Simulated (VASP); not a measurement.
# KMgF3 (P4/mmm) in VASP: notebook, part 2 of 2

VASP 6.6.1.

## Step 3: Single point, PBEsol (biaxial strain in the a-b plane: +4.5 %, then relaxed in part)

File INCAR:

```
ALGO = Normal ; EDIFF = 1E-7
ENCUT = 520 ; GGA = PS
ISIF = 2 ; ISMEAR = 0
LASPH = True ; LCHARG = False
LREAL = False ; LWAVE = False
NBANDS = 24 ; NELM = 100
PREC = Accurate ; SIGMA = 0.02
```

File KPOINTS:

```
k-points
0
Gamma
  6 6 6
```

File POSCAR:

```
KMgF3
1.0
    4.1708601978      0.0000000000      0.0000000000
    0.0000000000      4.1708601978      0.0000000000
    0.0000000000      0.0000000000      3.9020134682
K Mg F
1 1 3
Direct
    0.5000000000      0.5000000000      0.5000000000
    0.0000000000      0.0000000000      0.0000000000
    0.0000000000      0.5000000000      0.0000000000
    0.0000000000      0.0000000000      0.5000000000
    0.5000000000      0.0000000000      0.0000000000
```

Potentials or basis: VASP PAW PBE potentials, release 64 (K_sv, Mg, F).

Command:

```bash
$ cat potpaw_PBE.64/K_sv/POTCAR potpaw_PBE.64/Mg/POTCAR potpaw_PBE.64/F/POTCAR > POTCAR
$ mpirun -np 1 vasp_std > vasp.out
```

OUTCAR:

```text
EDIFF = 1E-7
   ENCUT = 520
   GGA = PS
   ISIF = 2
   ISMEAR = 0
   LASPH = True
   LREAL = False
   NELM = 100
   PREC = Accurate

 ion  position               nearest neighbor table
   1  0.500  0.500  0.500-   3 2.86   5 2.86   3 2.86   5 2.86   5 2.86   5 2.86   3 2.86   3 2.86
                             2 3.54   2 3.54   2 3.54   2 3.54   2 3.54   2 3.54   2 3.54   2 3.54
   2  0.000  0.000  0.000-   4 1.95   4 1.95   5 2.09   3 2.09   3 2.09   5 2.09   1 3.54   1 3.54
                             1 3.54   1 3.54   1 3.54   1 3.54   1 3.54   1 3.54
   3  0.000  0.500  0.000-   2 2.09   2 2.09   1 2.86   1 2.86   1 2.86   1 2.86
   4  0.000  0.000  0.500-   2 1.95   2 1.95
   5  0.500  0.000  0.000-   2 2.09   2 2.09   1 2.86   1 2.86   1 2.86   1 2.86

  LATTYP: Found a simple tetragonal cell.
 ALAT       =     4.1708601978
 C/A-ratio  =     0.9355416588

  Lattice vectors:

 A1 = (   4.1708601978,   0.0000000000,   0.0000000000)
 A2 = (   0.0000000000,   4.1708601978,   0.0000000000)
 A3 = (   0.0000000000,   0.0000000000,   3.9020134682)

Analysis of symmetry for initial positions (statically):
=====================================================================
 Subroutine PRICEL returns:
 Original cell was already a primitive cell.

 Routine SETGRP: Setting up the symmetry group for a
 simple tetragonal supercell.

 Subroutine GETGRP returns: Found 16 space group operations
 (whereof 16 operations were pure point group operations)
 out of a pool of 16 trial point group operations.

The static configuration has the point symmetry D_4h.

Analysis of symmetry for dynamics (positions and initial velocities):
=====================================================================
 Subroutine PRICEL returns:
 Original cell was already a primitive cell.

 Routine SETGRP: Setting up the symmetry group for a
 simple tetragonal supercell.

 Subroutine GETGRP returns: Found 16 space group operations
 (whereof 16 operations were pure point group operations)
 out of a pool of 16 trial point group operations.

The dynamic configuration has the point symmetry D_4h.

 Subroutine INISYM returns: Found 16 space group operations
 (whereof 16 operations are pure point group operations),
 and found     1 'primitive' translations

----------------------------------------------------------------------------------------

                                     Primitive cell

  volume of cell :      67.8797

  direct lattice vectors                    reciprocal lattice vectors
     4.170860198  0.000000000  0.000000000     0.239758695  0.000000000  0.000000000
     0.000000000  4.170860198  0.000000000     0.000000000  0.239758695  0.000000000
     0.000000000  0.000000000  3.902013468     0.000000000  0.000000000  0.256277947

  length of vectors
     4.170860198  4.170860198  3.902013468     0.239758695  0.239758695  0.256277947

  position of ions in fractional coordinates (direct lattice)
     0.500000000  0.500000000  0.500000000
     0.000000000  0.000000000  0.000000000
     0.000000000  0.500000000  0.000000000
     0.000000000  0.000000000  0.500000000
     0.500000000  0.000000000  0.000000000

[... 31 lines left out ...]

 Found     40 irreducible k-points:

 Following reciprocal coordinates:
            Coordinates               Weight
  0.000000  0.000000  0.000000      1.000000
  0.166667  0.000000  0.000000      4.000000
  0.333333  0.000000  0.000000      4.000000
  0.500000  0.000000  0.000000      2.000000
  0.166667  0.166667  0.000000      4.000000
  0.333333  0.166667  0.000000      8.000000
[... 16 lines left out ...]
  0.333333  0.000000  0.333333      8.000000
  0.500000  0.000000  0.333333      4.000000
 [... further k-points ...]
   k-points           NKPTS =     40   k-points in BZ     NKDIM =     40   number of bands    NBANDS=     24
   number of dos      NEDOS =    301   number of ions     NIONS =      5
   total plane-waves  NPLWV =  30720
   dimension x,y,z NGX =    32 NGY =   32 NGZ =   30
   dimension x,y,z NGXF=    64 NGYF=   64 NGZF=   60
   ions per type =               1   1   3
   NGX,Y,Z   is equivalent  to a cutoff of  12.75, 12.75, 12.78 a.u.
   NGXF,Y,Z  is equivalent  to a cutoff of  25.51, 25.51, 25.56 a.u.
 SYSTEM =  unknown system
   PREC   = accura    normal or accurate (medium, high low for compatibility)
   ISTART =      0    job   : 0-new  1-cont  2-samecut
   ICHARG =      2    charge: 1-file 2-atom 10-const
   ISPIN  =      1    spin polarized calculation?
   LNONCOLLINEAR =      F non collinear calculations
   LSORBIT =      F    spin-orbit coupling
   LASPH  =      T    aspherical Exc in radial PAW
   ENCUT  =  520.0 eV  38.22 Ry    6.18 a.u.   7.76  7.76  7.26*2*pi/ulx,y,z
   NELM   =    100;   NELMIN=  2; NELMDL= -5     # of ELM steps
   EDIFF  = 0.1E-06   stopping-criterion for ELM
   LREAL  =      F    real-space projection
   EDIFFG = 0.1E-05   stopping-criterion for IOM
   NSW    =      0    number of steps for IOM
   IBRION =     -1    ionic relax: 0-MD 1-quasi-New 2-CG
   NFREE  =      0    steps in history (QN), initial steepest desc. (CG)
   ISIF   =      2    stress and relaxation
   ISYM   =      2    0-nonsym 1-usesym 2-fastsym
   POTIM  = 0.5000    time-step for ionic-motion
   TEBEG  =    0.0;   TEEND  =   0.0 temperature during run
   PSTRESS=    0.0 pullay stress
   NELECT =      32.0000    total number of electrons
   NUPDOWN=      -1.0000    fix difference up-down
   EMIN   =  10.00;   EMAX   =-10.00  energy-range for DOS
   EFERMI =   0.00;   METHOD = LEGACY
   ISMEAR =     0;   SIGMA  =   0.02  broadening in eV -4-tet -1-fermi 0-gaus
   EFERMI_NEDOS =   21; number of points for ismear=-14 and -15
   IALGO  =     38    algorithm
   IMIX   =      4    mixing-type and parameters
     AMIX     =   0.40;   BMIX     =  1.00
     AMIX_MAG =   1.60;   BMIX_MAG =  1.00
  volume/ion in A,a.u.               =      13.58        91.61
  Fermi-wavevector in a.u.,A,eV,Ry     =   1.274123  2.407744 22.087567  1.623390
  Thomas-Fermi vector in A             =   2.406909
   LORBIT       =      0    0 simple, 1 ext, 2 COOP (PROOUT), +10 PAW based schemes
   GGA     = PS    functional components
   LHFCALC =     F    Hartree Fock is set to
   AEXX    =    0.0000 exact exchange contribution
   IVDW    =     0    specifies the selected vdW correction
   LEPSILON=     F    determine dielectric tensor
   LRPA    =     F    only Hartree local field effects (RPA)
 non-spin polarized calculation
 Gauss-broadening in eV      SIGMA  =   0.02
  energy-cutoff  :      520.00
  volume of cell :       67.88
 maximum number of plane-waves:      1846
 NGX is ok and might be reduce to    32
   NGX = 15   NGY = 15   NGZ = 15

 number of electron      31.9999993 magnetization

 Free energy of the ion-electron system (eV)
  ---------------------------------------------------
  ext. energy  EPLUGINS =         0.00000000
  ---------------------------------------------------
  free energy    TOTEN  =       -25.15436435 eV

  energy without entropy =      -25.15436435  energy(sigma->0) =      -25.15436435

 E-fermi :  -1.8842     XC(G=0):  -9.5869

 val. band max:       -2.0278090877   @ k =   0.5000   0.5000   0.5000
 cond. band min:       4.5889294237   @ k =   0.0000   0.0000   0.0000
 fundamental gap:      6.6167385114
 Fermi energy:        -1.8842408891

 k-point     1 :       0.0000    0.0000    0.0000
  band No.  band energies     occupation
      1     -27.6623      2.00000
      2     -21.9624      2.00000
      3     -21.3179      2.00000
      4     -21.1927      2.00000
      5     -11.2324      2.00000
      6     -11.2324      2.00000
[... 637 lines left out ...]
     23      11.5729      0.00000
     24      12.5085      0.00000

 [... further k-points ...]

------------------------ aborting loop because EDIFF is reached ----------------------------------------

  FORCE on cell =-STRESS in cart. coord.  units (eV):
  Direction    XX          YY          ZZ          XY          YZ          ZX
  --------------------------------------------------------------------------------------
  -------------------------------------------------------------------------------------
  Total       -2.4809704     -2.4809704     -0.1688324      0.0000000      0.0000000     -0.0000000
  in kB      -58.5587952    -58.5587952     -3.9849822      0.0000000      0.0000000     -0.0000000
  external PRESSURE =     -40.3675242 kB  Pullay stress =       0.0000000 kB

 VOLUME and BASIS-vectors are now :
 -----------------------------------------------------------------------------
  energy-cutoff  :      520.00
  volume of cell :       67.88
      direct lattice vectors                 reciprocal lattice vectors
     4.170860198  0.000000000  0.000000000     0.239758695  0.000000000  0.000000000
     0.000000000  4.170860198  0.000000000     0.000000000  0.239758695  0.000000000
     0.000000000  0.000000000  3.902013468     0.000000000  0.000000000  0.256277947

 POSITION                                       TOTAL-FORCE (eV/Angst)
 -----------------------------------------------------------------------------------
      2.08543      2.08543      1.95101         0.000000      0.000000      0.000000
      0.00000      0.00000      0.00000         0.000000      0.000000      0.000000
      0.00000      2.08543      0.00000         0.000000      0.000000      0.000000
      0.00000      0.00000      1.95101         0.000000      0.000000      0.000000
      2.08543      0.00000      0.00000         0.000000      0.000000      0.000000
 -----------------------------------------------------------------------------------
    total drift:                                0.000000      0.000000     -0.000000

  FREE ENERGIE OF THE ION-ELECTRON SYSTEM (eV)
  ---------------------------------------------------
  free  energy   TOTEN  =       -25.1543643546 eV

  energy  without entropy=      -25.1543643546  energy(sigma->0) =      -25.15436435
```

OSZICAR:

```text
N       E                     dE             d eps       ncg     rms          rms(c)
DAV:   1     0.218029590552E+03    0.21803E+03   -0.17237E+04  1992   0.127E+03
DAV:   2    -0.151846236195E+02   -0.23321E+03   -0.22406E+03  2456   0.336E+02
DAV:   3    -0.266115903886E+02   -0.11427E+02   -0.11369E+02  2792   0.691E+01
DAV:   4    -0.270577294054E+02   -0.44614E+00   -0.44609E+00  2600   0.812E+00
DAV:   5    -0.270600621959E+02   -0.23328E-02   -0.23328E-02  2632   0.642E-01    0.809E+00
DAV:   6    -0.251915971354E+02    0.18685E+01   -0.60482E+00  2312   0.170E+01    0.384E+00
DAV:   7    -0.251655317878E+02    0.26065E-01   -0.20434E-01  2408   0.261E+00    0.225E+00
DAV:   8    -0.251543207683E+02    0.11211E-01   -0.66689E-02  2416   0.240E+00    0.290E-01
DAV:   9    -0.251541315378E+02    0.18923E-03   -0.11587E-02  2552   0.741E-01    0.136E-01
DAV:  10    -0.251543604201E+02   -0.22888E-03   -0.77362E-04  2440   0.179E-01    0.107E-01
DAV:  11    -0.251543677424E+02   -0.73224E-05   -0.56552E-05  2504   0.585E-02    0.569E-02
DAV:  12    -0.251543639846E+02    0.37579E-05   -0.67429E-05  2176   0.583E-02    0.493E-03
DAV:  13    -0.251543643493E+02   -0.36470E-06   -0.20082E-06  2768   0.871E-03    0.109E-03
DAV:  14    -0.251543643546E+02   -0.53742E-08   -0.15256E-07  1792   0.310E-03
   1 F= -.25154364E+02 E0= -.25154364E+02  d E =-.442481E-26
```

Wall time 40 s (1 thread of Intel Xeon Platinum 8488C (Sapphire Rapids), shared host); peak memory 0.22 GiB.

What came out:

```yaml
Free_energy: -25.1544 eV
Pressure: -4.0 GPa
Band_gap_on_the_k_mesh: 6.62 eV, indirect (least direct gap 6.93 eV)
```

Caveat: the cell differs from its parent crystal (biaxial strain in the a-b plane: +4.5 %, then relaxed in part); the PAW data sets were made with another functional, which shifts forces and pressure a little. A k mesh can miss the band edges.

## Step 4: Single point, PBEsol

This run uses another cell than the first one, of 13.58 Å³/atom, 1.005 times its volume.

File INCAR:

```
SYSTEM = KMgF3
PREC = Accurate
ENCUT = 520
EDIFF = 1E-6
ISMEAR = 0
SIGMA = 0.02
LREAL = .False.
LASPH = .True.
NELM = 80
ALGO = Normal
ISIF = 2
LWAVE = .False.
LCHARG = .False.
GGA = PS
NBANDS = 24
```

File KPOINTS:

```
regular mesh
0
Gamma
  6 6 6
  0 0 0
```

POSCAR is that of step 3.

Command:

```bash
$ cat potpaw_PBE.64/K_sv/POTCAR potpaw_PBE.64/Mg/POTCAR potpaw_PBE.64/F/POTCAR > POTCAR
$ mpirun -np 1 vasp_std > vasp.out
```

Run time: 38 s. Hardware: 1 thread of Intel Xeon Platinum 8488C (Sapphire Rapids), shared host; peak memory 0.21 GiB.

The run converged. Its results:

```yaml
Free_energy: -25.1544 eV
Pressure: -4.0 GPa
Band_gap_on_the_k_mesh: 6.62 eV, indirect (least direct gap 6.93 eV)
```

Stress tensor (GPa, compression positive):
```
-5.86  0.00  0.00
 0.00 -5.86  0.00
 0.00  0.00 -0.40
```

Levels at points of the mesh, in eV from the valence-band top:
```csv
k point,band 12,band 13,band 14,band 15,band 16,band 17,band 18,band 19,band 20,band 21
"(0.00, 0.00, 0.00)",-0.62,-0.47,-0.32,-0.32,-0.31,6.62,9.72,9.99,11.65,12.13
"(0.50, 0.00, 0.00)",-0.80,-0.72,-0.65,-0.52,-0.47,9.42,9.54,10.68,12.13,12.65
"(0.50, 0.50, 0.00)",-1.09,-0.99,-0.79,-0.79,-0.06,10.32,10.98,11.63,11.63,12.75
"(0.00, 0.00, 0.50)",-1.05,-1.05,-0.76,-0.49,-0.49,9.69,9.72,11.13,12.34,12.34
"(0.50, 0.00, 0.50)",-1.11,-0.90,-0.75,-0.75,-0.03,10.37,11.35,11.78,11.99,12.29
"(0.50, 0.50, 0.50)",-1.17,-0.97,-0.03,0.00,0.00,9.99,9.99,10.06,13.01,13.57
```

Caveat: the PAW data sets were made with another functional, which shifts forces and pressure a little. A hybrid or GW would open this gap; PBEsol tends to underestimate it.
